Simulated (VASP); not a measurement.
Set up this calculation in VASP 6.6.1, as the native input.

```yaml
Task: single point
Functional: PBE
Potentials_or_basis: VASP PAW PBE potentials, release 64 (Hf_pv)
Cutoff: 520 eV
k_mesh: 18 × 18 × 18
Occupations: fermi-dirac, width 0.1 eV
Spin: no spin polarisation
Dipole_correction: no
Further_INCAR_settings: ALGO = Normal; EDIFF = 1e-06; NBANDS = 11
```

The structure of Hf lies in POSCAR:

```
Hf
1.0
    2.9173859246      0.0000000000      0.0000000000
    0.0000000000      2.9173859246      0.0000000000
    0.0000000000      0.0000000000      2.9173859246
Hf
1
Direct
    0.0000000000      0.0000000000      0.0000000000
```

This isn't the form of Hf at room conditions, which is hcp.

These files were run (other wordings do the same):

INCAR

```
  PREC = Accurate
  ENCUT = 520
  EDIFF = 1E-6
  ISMEAR = -1
  SIGMA = 0.1
  LREAL = F
  LASPH = T
  NELM = 80
  ALGO = Normal
  ISIF = 2
  LWAVE = F
  LCHARG = T
  GGA = PE
  LELF = T
  LVHAR = T
  NBANDS = 11
```

KPOINTS

```
Automatic mesh
0
Gamma
  18 18 18
```

Potentials or basis: VASP PAW PBE potentials, release 64 (Hf_pv).

Run with:

```bash
$ cat potpaw_PBE.64/Hf_pv/POTCAR > POTCAR
$ mpirun -np 1 vasp_std > vasp.out
```

It gave:

* Pressure: -0.3 GPa
* Band gap on the k mesh: zero (bands 5 and 6 overlap by 2.24 eV)

Caveat: spin-orbit coupling is left out, which moves the levels of the heavy elements.

It took 33 s on 1 thread of Intel Xeon 8259CL, on a shared host, peak memory 0.19 GiB.
